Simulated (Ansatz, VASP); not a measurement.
**CuCl in VASP and in Ansatz**

```
Cu Cl
1.0
     0.00000    2.71000    2.71000
     2.71000    0.00000    2.71000
     2.71000    2.71000    0.00000
Cu Cl
1 1
Direct
  0.00000 0.00000 0.00000
  0.25000 0.25000 0.25000
```

Alike in both runs: task single point; functional HSE06; k mesh 6 × 6 × 6; occupations fermi-dirac, width 0.02 eV; no spin polarisation.

|  | VASP | Ansatz |
| --- | --- | --- |
| version | VASP 6.6.1 | Ansatz 0.2.0 development build |
| potentials or method | VASP PAW PBE potentials, release 64 (Cu, Cl), cutoff 520 eV | plane waves, all-electron PAW datasets generated for the crystal |

```csv
,VASP,Ansatz,Ansatz less VASP
gap on the k mesh at the Fermi level (eV),2.33,2.36,+0.038
```

Ansatz ran all-electron here, and VASP with PAW potentials.
